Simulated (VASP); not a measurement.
# CoO (R-3m) in VASP: a series of runs, part 2 of 2

VASP 6.6.1.

**3. Single point, PBE+U**

This run uses another cell than the first one, of 10.54 Å³/atom.

INCAR

```
  ALGO = Normal
  EDIFF = 1E-6
  ENCUT = 520
  GGA = PE
  ISIF = 2
  ISMEAR = 0
  LASPH = T
  LCHARG = F
  LDAU = T
  LDAUJ = 0 0
  LDAUL = 2 -1
  LDAUPRINT = 1
  LDAUTYPE = 2
  LDAUU = 3.32 0
  LMAXMIX = 4
  LREAL = F
  LWAVE = F
  NBANDS = 14
  NELM = 150
  PREC = Accurate
  SIGMA = 0.02
```

KPOINTS

```
k-points
0
Gamma
  12 12 12
```

POSCAR

```
CoO
1.0
    1.5540662752      0.8972405823      2.5186880284
   -1.5540662752      0.8972405823      2.5186880284
    0.0000000000     -1.7944811647      2.5186880284
Co O
1 1
Direct
    0.0000000000      0.0000000000      0.0000000000
    0.5000000000      0.5000000000      0.5000000000
```

Potentials or basis: VASP PAW PBE potentials, release 64 (Co, O).

Run with:

```
$ cat potpaw_PBE.64/Co/POTCAR potpaw_PBE.64/O/POTCAR > POTCAR
$ mpirun -np 1 vasp_std > vasp.out
```

OUTCAR:

```text
EDIFF = 1E-6
   ENCUT = 520
   GGA = PE
   ISIF = 2
   ISMEAR = 0
   LASPH = T
   LREAL = F
   NELM = 150
   PREC = Accurate

 ion  position               nearest neighbor table
   1  0.000  0.000  0.000-   2 2.19   2 2.19   2 2.19   2 2.19   2 2.19   2 2.19
   2  0.500  0.500  0.500-   1 2.19   1 2.19   1 2.19   1 2.19   1 2.19   1 2.19

  LATTYP: Found a trigonal (rhomboedric) cell.
 ALAT       =     3.0925639904
 COS(alpha) =     0.4949531367

  Lattice vectors:

 A1 = (   1.5540662752,   0.8972405823,   2.5186880284)
 A2 = (  -1.5540662752,   0.8972405823,   2.5186880284)
 A3 = (   0.0000000000,  -1.7944811647,   2.5186880284)

Analysis of symmetry for initial positions (statically):
=====================================================================
 Subroutine PRICEL returns:
 Original cell was already a primitive cell.

 Routine SETGRP: Setting up the symmetry group for a
 trigonal (rhombohedral) supercell.

 Subroutine GETGRP returns: Found 12 space group operations
 (whereof 12 operations were pure point group operations)
 out of a pool of 12 trial point group operations.

The static configuration has the point symmetry D_3d.

Analysis of symmetry for dynamics (positions and initial velocities):
=====================================================================
 Subroutine PRICEL returns:
 Original cell was already a primitive cell.

 Routine SETGRP: Setting up the symmetry group for a
 trigonal (rhombohedral) supercell.

 Subroutine GETGRP returns: Found 12 space group operations
 (whereof 12 operations were pure point group operations)
 out of a pool of 12 trial point group operations.

The dynamic configuration has the point symmetry D_3d.
[... 168 lines left out ...]
  o =  0.9572  v =  0.0000  0.0000  0.0000  0.0000  0.0000  0.0000  0.0000 -1.0000  0.0000  0.0000      0.0000  0.0000  0.0000  0.0000  0.0000  0.0000  0.0000  0.0000  0.0000  0.0000
  o =  0.9574  v = -0.8152  0.0000  0.0000 -0.5792 -0.0000  0.0000  0.0000  0.0000  0.0000  0.0000      0.0000  0.0000  0.0000  0.0000  0.0000  0.0000  0.0000  0.0000  0.0000  0.0000
  o =  0.9574  v =  0.0000  0.0000  0.0000  0.0000  0.0000 -0.8152  0.0000  0.0000 -0.5792 -0.0000      0.0000  0.0000  0.0000  0.0000  0.0000  0.0000  0.0000  0.0000  0.0000  0.0000
  o =  0.9574  v =  0.0000  0.0000  0.0000  0.0000  0.0000  0.0000  0.5792  0.0000  0.0000  0.8152      0.0000  0.0000  0.0000  0.0000  0.0000  0.0000  0.0000  0.0000  0.0000  0.0000
  o =  0.9574  v =  0.0000  0.5792  0.0000  0.0000  0.8152  0.0000  0.0000  0.0000  0.0000  0.0000      0.0000  0.0000  0.0000  0.0000  0.0000  0.0000  0.0000  0.0000  0.0000  0.0000

 number of electron      14.9999989 magnetization

 Free energy of the ion-electron system (eV)
  ---------------------------------------------------
  ext. energy  EPLUGINS =         0.00000000
  ---------------------------------------------------
  free energy    TOTEN  =       -10.19427063 eV

  energy without entropy =      -10.19355472  energy(sigma->0) =      -10.19391268

 E-fermi :   6.7295     XC(G=0): -11.8910

 val. band max:        6.7290886476   @ k =   0.2500   0.2500   0.1667
 cond. band min:       6.7297906378   @ k =  -0.3333  -0.4167   0.2500
 fundamental gap:      0.0007019903
 Fermi energy:         6.7295250372

 k-point     1 :       0.0000    0.0000    0.0000
  band No.  band energies     occupation
      1     -12.9378      2.00000
      2       3.6776      2.00000
      3       3.6776      2.00000
      4       3.7218      2.00000
      5       3.9159      2.00000
      6       3.9159      2.00000
      7       3.9442      2.00000
      8       5.9963      2.00000
      9       5.9963      2.00000
     10       7.5498      0.00000
     11      23.3945      0.00000
     12      23.7351      0.00000
     13      23.7351      0.00000
     14      23.9283      0.00000
[... 377 lines left out ...]
      1     -11.9301      2.00000
      2      -0.3132      2.00000
      3       1.5920      2.00000
      4       1.9767      2.00000
      5       4.6605      2.00000
      6       4.6813      2.00000
      7       5.0017      2.00000
      8       7.4024      0.00000
      9       8.0298      0.00000
     10      13.1051      0.00000
     11      15.2131      0.00000
     12      18.1048      0.00000
     13      20.5056      0.00000
     14      26.8370      0.00000

 [... further k-points ...]
[... 5 lines left out ...]
  --------------------------------------------------------------------------------------
  -------------------------------------------------------------------------------------
  Total       -3.7431278     -3.7431278     -3.5935098      0.0000000      0.0000000      0.0000000
  in kB     -284.6041112   -284.6041112   -273.2280848      0.0000000      0.0000000      0.0000000
  external PRESSURE =    -280.8121024 kB  Pullay stress =       0.0000000 kB

 VOLUME and BASIS-vectors are now :
 -----------------------------------------------------------------------------
  energy-cutoff  :      520.00
  volume of cell :       21.07
      direct lattice vectors                 reciprocal lattice vectors
     1.554066275  0.897240582  2.518688028     0.321736600  0.185754713  0.132344034
    -1.554066275  0.897240582  2.518688028    -0.321736600  0.185754713  0.132344034
     0.000000000 -1.794481165  2.518688028     0.000000000 -0.371509426  0.132344034

 POSITION                                       TOTAL-FORCE (eV/Angst)
 -----------------------------------------------------------------------------------
      0.00000      0.00000      0.00000         0.000000      0.000000     -0.000000
      0.00000     -0.00000      3.77803         0.000000     -0.000000      0.000000
 -----------------------------------------------------------------------------------
    total drift:                               -0.000000      0.000000     -0.000000

  FREE ENERGIE OF THE ION-ELECTRON SYSTEM (eV)
  ---------------------------------------------------
  free  energy   TOTEN  =       -10.1942706342 eV

  energy  without entropy=      -10.1935547240  energy(sigma->0) =      -10.19391268
```

OSZICAR:

```text
N       E                     dE             d eps       ncg     rms          rms(c)
DAV:   1     0.818475276420E+02    0.81848E+02   -0.69716E+03  5394   0.120E+03
DAV:   2    -0.575327511002E+01   -0.87601E+02   -0.76983E+02  5808   0.250E+02
DAV:   3    -0.108604822987E+02   -0.51072E+01   -0.49226E+01  5952   0.676E+01
DAV:   4    -0.109213617794E+02   -0.60879E-01   -0.60804E-01  6066   0.730E+00
DAV:   5    -0.109230284185E+02   -0.16666E-02   -0.16665E-02  6148   0.126E+00    0.112E+01
DAV:   6    -0.117999526408E+02   -0.87692E+00   -0.18303E+01  5448   0.642E+01    0.161E+01
DAV:   7    -0.988459038153E+01    0.19154E+01   -0.14500E+01  5474   0.648E+01    0.460E+00
DAV:   8    -0.100927346853E+02   -0.20814E+00   -0.44775E-01  5792   0.111E+01    0.209E+00
DAV:   9    -0.101963264509E+02   -0.10359E+00   -0.14621E-01  6934   0.754E+00    0.580E-01
DAV:  10    -0.101935759235E+02    0.27505E-02   -0.25271E-02  6668   0.271E+00    0.161E-01
DAV:  11    -0.101943755846E+02   -0.79966E-03   -0.22697E-03  5808   0.437E-01    0.107E-01
DAV:  12    -0.101942940403E+02    0.81544E-04   -0.16231E-04  8030   0.181E-01    0.489E-02
DAV:  13    -0.101942703722E+02    0.23668E-04   -0.12640E-04  6774   0.229E-01    0.118E-02
DAV:  14    -0.101942719545E+02   -0.15823E-05   -0.14651E-05  6376   0.395E-02    0.105E-02
DAV:  15    -0.101942707821E+02    0.11724E-05   -0.11663E-06  3158   0.152E-02    0.350E-03
DAV:  16    -0.101942706342E+02    0.14794E-06   -0.12983E-06  4172   0.993E-03
   1 F= -.10194271E+02 E0= -.10193913E+02  d E =-.715910E-03
```

Run time: 1.7 min. Hardware: 1 thread of Intel Xeon 8259CL, shared host; peak memory 0.18 GiB.

Results:

| Property | Result |
| --- | --- |
| Free energy | -10.1943 eV |
| Pressure | -28.1 GPa |
| Band gap on the k mesh | zero (an odd number of electrons rules out a gap without spin polarisation) |

Stress tensor (GPa, compression positive):
```
-28.46   0.00   0.00
  0.00 -28.46   0.00
  0.00   0.00 -27.32
```

Eigenvalues of the final occupation matrices:
```csv
site,spin,trace,eigenvalues
site 1 d,1,3.65,0.39 0.39 0.96 0.96 0.96
site 1 d,2,3.65,0.39 0.39 0.96 0.96 0.96
```

Caveat: the cell stands under tension; an odd number of electrons without spin polarisation forces a metal; a magnetic or distorted state may lie lower; the run has no spin polarisation, though such a crystal can be magnetic; U without spin polarisation on a metal has little footing. Spin polarisation is off, so any magnetic state and its effect on volume and gap are missing.

**4. Single point, PBE+U**

This run uses another cell than the first one, of 11.30 Å³/atom.

INCAR

```
SYSTEM = CoO
PREC = Accurate
ENCUT = 520
EDIFF = 1E-6
ISMEAR = 0
SIGMA = 0.02
LREAL = .False.
LASPH = .True.
NELM = 150
ALGO = Normal
ISIF = 2
LWAVE = .False.
LCHARG = .False.
LMAXMIX = 4
LDAU = .True.
LDAUTYPE = 2
LDAUL = 2 -1
LDAUU = 3.32 0
LDAUJ = 0 0
LDAUPRINT = 1
GGA = PE
NBANDS = 14
```

KPOINTS

```
Automatic mesh
0
Gamma
  12 12 12
  0 0 0
```

POSCAR

```
CoO
1.0
    1.5908624948      0.9184848896      2.5783239650
   -1.5908624948      0.9184848896      2.5783239650
    0.0000000000     -1.8369697793      2.5783239650
Co O
1 1
Direct
    0.0000000000      0.0000000000      0.0000000000
    0.5000000000      0.5000000000      0.5000000000
```

Potentials or basis: VASP PAW PBE potentials, release 64 (Co, O).

Run with:

```
$ cat potpaw_PBE.64/Co/POTCAR potpaw_PBE.64/O/POTCAR > POTCAR
$ mpirun -np 1 vasp_std > vasp.out
```

OUTCAR:

```text
SYSTEM = CoO
   PREC = Accurate
   ENCUT = 520
   EDIFF = 1E-6
   ISMEAR = 0
   LREAL = .False.
   LASPH = .True.
   NELM = 150
   ISIF = 2
   GGA = PE

 ion  position               nearest neighbor table
   1  0.000  0.000  0.000-   2 2.24   2 2.24   2 2.24   2 2.24   2 2.24   2 2.24
   2  0.500  0.500  0.500-   1 2.24   1 2.24   1 2.24   1 2.24   1 2.24   1 2.24

  LATTYP: Found a trigonal (rhomboedric) cell.
 ALAT       =     3.1657878069
 COS(alpha) =     0.4949531368

  Lattice vectors:

 A1 = (   1.5908624948,   0.9184848896,   2.5783239650)
 A2 = (  -1.5908624948,   0.9184848896,   2.5783239650)
[... 623 lines left out ...]
     11      13.7870      0.00000
     12      16.8425      0.00000
     13      19.1146      0.00000
     14      25.1970      0.00000

 [... further k-points ...]
[... 5 lines left out ...]
  --------------------------------------------------------------------------------------
  -------------------------------------------------------------------------------------
  Total       -4.5748727     -4.5748727     -4.4216379      0.0000000      0.0000000      0.0000000
  in kB     -324.2621049   -324.2621049   -313.4009917      0.0000000      0.0000000      0.0000000
  external PRESSURE =    -320.6417338 kB  Pullay stress =       0.0000000 kB

 VOLUME and BASIS-vectors are now :
 -----------------------------------------------------------------------------
  energy-cutoff  :      520.00
  volume of cell :       22.60
      direct lattice vectors                 reciprocal lattice vectors
     1.590862495  0.918484890  2.578323965     0.314294920  0.181458256  0.129282952
    -1.590862495  0.918484890  2.578323965    -0.314294920  0.181458256  0.129282952
     0.000000000 -1.836969779  2.578323965     0.000000000 -0.362916513  0.129282952

 POSITION                                       TOTAL-FORCE (eV/Angst)
 -----------------------------------------------------------------------------------
      0.00000      0.00000      0.00000        -0.000000     -0.000000      0.000000
      0.00000     -0.00000      3.86749         0.000000      0.000000     -0.000000
 -----------------------------------------------------------------------------------
    total drift:                               -0.000000      0.000000     -0.000000

  FREE ENERGIE OF THE ION-ELECTRON SYSTEM (eV)
  ---------------------------------------------------
  free  energy   TOTEN  =        -9.9054370669 eV

  energy  without entropy=       -9.9047774871  energy(sigma->0) =       -9.90510728
```

OSZICAR:

```text
N       E                     dE             d eps       ncg     rms          rms(c)
DAV:   1     0.811298566077E+02    0.81130E+02   -0.69418E+03  5380   0.118E+03
DAV:   2    -0.557240429778E+01   -0.86702E+02   -0.76209E+02  5928   0.246E+02
DAV:   3    -0.106515746444E+02   -0.50792E+01   -0.49124E+01  5892   0.668E+01
DAV:   4    -0.107132103720E+02   -0.61636E-01   -0.61559E-01  6190   0.731E+00
DAV:   5    -0.107148731557E+02   -0.16628E-02   -0.16626E-02  6188   0.123E+00    0.109E+01
DAV:   6    -0.122425631290E+02   -0.15277E+01   -0.22882E+01  5484   0.661E+01    0.191E+01
DAV:   7    -0.958947247926E+01    0.26531E+01   -0.21404E+01  5568   0.714E+01    0.467E+00
DAV:   8    -0.977353518014E+01   -0.18406E+00   -0.52695E-01  6264   0.104E+01    0.261E+00
DAV:   9    -0.990988726147E+01   -0.13635E+00   -0.27134E-01  6106   0.109E+01    0.808E-01
DAV:  10    -0.990446103347E+01    0.54262E-02   -0.43749E-02  6588   0.340E+00    0.259E-01
DAV:  11    -0.990540203204E+01   -0.94100E-03   -0.42750E-03  5916   0.625E-01    0.774E-02
DAV:  12    -0.990551045911E+01   -0.10843E-03   -0.27196E-04  6094   0.339E-01    0.825E-02
DAV:  13    -0.990543362058E+01    0.76839E-04   -0.18342E-04  6264   0.310E-01    0.175E-02
DAV:  14    -0.990543727429E+01   -0.36537E-05   -0.37444E-05  6664   0.103E-01    0.909E-03
DAV:  15    -0.990543706688E+01    0.20741E-06   -0.37848E-06  5488   0.186E-02
   1 F= -.99054371E+01 E0= -.99051073E+01  d E =-.659580E-03
```

stdout:

```text
POSCAR found type information on POSCAR CoO
 POSCAR found :  2 types and       2 ions
 scaLAPACK will be used
 LDA part: xc-table for (Slater+PW92), standard interpolation
 POSCAR, INCAR and KPOINTS ok, starting setup
 FFT: planning ... GRIDC
 FFT: planning ... GRID_SOFT
 FFT: planning ... GRID
 WAVECAR not read
 entering main loop
```

Wall time 97 s (1 thread of Intel Xeon 8259CL, shared host); peak memory 0.19 GiB.

Results:

| Property | Result |
| --- | --- |
| Free energy | -9.9054 eV |
| Pressure | -32.1 GPa |
| Band gap on the k mesh | zero (an odd number of electrons rules out a gap without spin polarisation) |

Stress tensor (GPa, compression positive):
```
-32.43   0.00   0.00
  0.00 -32.43   0.00
  0.00   0.00 -31.34
```

Levels at points of the mesh, in eV from the Fermi level:
```csv
k point,band 5,band 6,band 7,band 8,band 9,band 10
"(0.00, 0.00, 0.00)",-2.68,-2.68,-2.66,-0.62,-0.62,0.56
"(0.50, 0.00, 0.00)",-1.97,-1.95,-1.66,1.32,1.33,4.97
"(0.50, 0.50, 0.00)",-3.33,-1.89,-1.88,-0.31,-0.11,5.46
"(0.50, 0.50, 0.50)",-1.96,-1.96,-1.64,1.33,1.33,4.92
```

Eigenvalues of the final occupation matrices:
```tsv
site	spin	trace	eigenvalues
site 1 d	1	3.64	0.38 0.38 0.96 0.96 0.96
site 1 d	2	3.64	0.38 0.38 0.96 0.96 0.96
```

Caveat: the cell stands under tension; an odd number of electrons without spin polarisation forces a metal; a magnetic or distorted state may lie lower; the run has no spin polarisation, though such a crystal can be magnetic; U without spin polarisation on a metal has little footing. Spin polarisation is off, so any magnetic state and its effect on volume and gap are missing.

**5. Summary**

```csv
cell,gap on the mesh (eV),pressure (GPa)
"a = 3.035 Å, angles 60.3°, 2 atoms",none,-23.3
"a = 3.093 Å, angles 60.3°, 2 atoms",none,-28.1
"a = 3.166 Å, angles 60.3°, 2 atoms",none,-32.1
```

Alike in all rows: task single point; level PBE+U; potentials or basis VASP PAW PBE potentials, release 64 (Co, O); no spin polarisation; Co d U = 3.32 eV; k mesh 12 × 12 × 12; cutoff (eV) 520; smearing gaussian 0.02 eV.

Caveats: the cell stands under tension; an odd number of electrons without spin polarisation forces a metal; a magnetic or distorted state may lie lower; the run has no spin polarisation, though such a crystal can be magnetic; U without spin polarisation on a metal has little footing.

Absolute energies hang on the potentials; compare differences alone.
